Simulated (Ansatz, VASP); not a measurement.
One calculation of BTe, two programs

```xyz
4
Lattice="1.7679 -6.1738 0.0000 1.7679 6.1738 0.0000 0.0000 0.0000 3.4712" Properties=species:S:1:pos:R:3 pbc="T T T"
B     1.7679   -2.1300    0.8678
B     1.7679    2.1300    2.6034
Te    1.7679   -4.4239    0.8678
Te    1.7679    4.4239    2.6034
```

Alike in both runs: functional PBE; k mesh 4 × 4 × 4; occupations gaussian, width 0.1 eV; no spin polarisation.

Ansatz relaxed the structure, and its values are those at the end. VASP's run is a single point on that final structure, the one shown.

|  | VASP | Ansatz |
| --- | --- | --- |
| version | VASP 6.6.1 | Ansatz 0.2.0 |
| potentials or method | VASP PAW PBE potentials, release 64 (B, Te), cutoff 520 eV | scalar-relativistic, plane waves, PAW |
| valence electrons in the cell | 18 | 38 |

```csv
,VASP,Ansatz,Ansatz less VASP
gap on the k mesh at the Fermi level (eV),none,none,-
pressure (GPa),0.1,0.1,-0.02
rms of the force components (eV/Å),0.010,0.020,+0.0099
```

A gap of «none» marks a metal or a gap that the smearing closes. With one functional, cell and mesh, what is left measures potentials, basis and numerics. VASP's potentials hold 18 valence electrons a cell and Ansatz's 38, so a difference there can come from the potentials and not from the codes.

The k mesh is coarse, so the values compare programs but aren't converged. Spin-orbit coupling is off throughout.
